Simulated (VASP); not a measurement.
A run of VASP 6.6.1:

The input INCAR:

```
SYSTEM = NbSi
ALGO = Normal ; EDIFF = 1E-6
ENCUT = 500 ; GGA = PE
GGA_COMPAT = .False. ; ISIF = 2
ISMEAR = -1 ; LASPH = .True.
LCHARG = .False. ; LREAL = .False.
LWAVE = .False. ; NBANDS = 25
NELM = 120 ; PREC = Accurate
SIGMA = 0.1
```

Contents of KPOINTS:

```
k-points
0
Gamma
  10 10 6
  0 0 0
```

File POSCAR:

```
NbSi
1.0
    3.7465478468      0.0000000000      0.0000000000
   -1.8732739234      3.2446056118      0.0000000000
    0.0000000000      0.0000000000      4.9474436783
Si Nb
2 2
Direct
    0.0000000000      0.0000000000      0.0000000000
    0.0000000000      0.0000000000      0.5000000000
    0.3333333333      0.6666666667      0.2500000000
    0.6666666667      0.3333333333      0.7500000000
```

Potentials or basis: VASP PAW PBE potentials, release 64 (Si, Nb_sv).

The run is started by

```bash
$ cat potpaw_PBE.64/Si/POTCAR potpaw_PBE.64/Nb_sv/POTCAR > POTCAR
$ mpirun -np 1 vasp_std > vasp.out
```

Hardware: 1 thread of Intel(R) Xeon(R) 6975P-C (Granite Rapids) (shared host).

Estimate the wall time of this run.

Wall time 32 s on 1 thread of Intel(R) Xeon(R) 6975P-C (Granite Rapids) (shared host), peak memory 0.21 GiB. Counts: scf iterations 12, k points 56.
